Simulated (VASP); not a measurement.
CoH2Pd:

```
CELL_PARAMETERS angstrom
1.40035 2.42548 0.00000
-1.40035 2.42548 0.00000
0.00000 -1.61699 5.86721
ATOMIC_POSITIONS crystal
Pd 0.00000 0.00000 0.00000
Co 0.50000 0.50000 0.50000
H 0.11215 0.11215 0.33645
H 0.88785 0.88785 0.66355
```

- Program: VASP 6.6.1
- Task: relaxation of cell and atoms
- Functional: PBE
- Potentials or basis: VASP PAW PBE potentials, release 64 (Pd, Co, H)
- Cutoff: 600 eV
- k mesh: 7 × 7 × 7
- Occupations: fermi-dirac, width 0.0176 eV
- Spin: no spin polarisation

At the start: pressure -20.6 GPa; volume 9.96 Å³/atom.

**Question.** How do energy, volume and symmetry change on relaxing?

**Answer.** Over 20 steps the energy falls by 171.0 meV/atom and the volume is 8.06 Å³/atom (-19.1 %); space group R-3m (No. 166, to 0.05 Å).

The path:
| step | energy change (eV) | largest force (eV/Å) | pressure (GPa) | volume (Å³) |
| --- | --- | --- | --- | --- |
| 1 | 0.0000 | 0.2664 | -20.56 | 39.86 |
| 2 | -0.5585 | 0.1479 | -0.74 | 32.92 |
| 3 | -0.5591 | 0.1442 | 0.67 | 32.68 |
| 4 | -0.5974 | 0.1808 | 0.85 | 32.51 |
| 5 | -0.6373 | 0.3904 | 2.15 | 32.04 |
| 6 | -0.6582 | 0.2357 | -0.99 | 32.70 |
| 7 | -0.6598 | 0.1568 | -3.33 | 33.07 |
| 8 | -0.6724 | 0.0536 | -2.65 | 32.82 |
| 9 | -0.6797 | 0.0947 | -0.85 | 32.44 |
| 10 | -0.6829 | 0.0353 | -0.01 | 32.20 |
| 11 | -0.6830 | 0.0118 | 1.03 | 32.04 |
| 12 | -0.6832 | 0.0069 | 0.80 | 32.10 |
| 13 | -0.6837 | 0.0278 | -0.05 | 32.25 |
| 14 | -0.6838 | 0.0222 | 0.00 | 32.22 |
| 15 | -0.6837 | 0.0211 | 0.04 | 32.22 |
| 16 | -0.6838 | 0.0146 | 0.06 | 32.23 |
| 17 | -0.6838 | 0.0052 | -0.14 | 32.26 |
| 18 | -0.6838 | 0.0008 | -0.29 | 32.25 |
| 19 | -0.6838 | 0.0070 | -0.09 | 32.24 |
| 20 | -0.6838 | 0.0039 | 0.05 | 32.25 |

Final structure:
```cif
data_structure
_symmetry_space_group_name_H-M 'P 1'
_symmetry_Int_Tables_number 1
_cell_length_a 2.7611
_cell_length_b 2.7611
_cell_length_c 5.1378
_cell_angle_alpha 105.587
_cell_angle_beta 105.587
_cell_angle_gamma 60.000
_cell_volume 32.25
loop_
_atom_site_label
_atom_site_type_symbol
_atom_site_fract_x
_atom_site_fract_y
_atom_site_fract_z
_atom_site_occupancy
Pd1 Pd 0.00000 0.00000 0.00000 1
Co1 Co 0.50000 0.50000 0.50000 1
H1 H 0.12195 0.12195 0.36586 1
H2 H 0.87805 0.87805 0.63414 1
```

Caveat: the k points lie up to 0.38 Å⁻¹ apart in the final cell; the volume moved by over 15 % at a fixed basis, so the end points are rough.
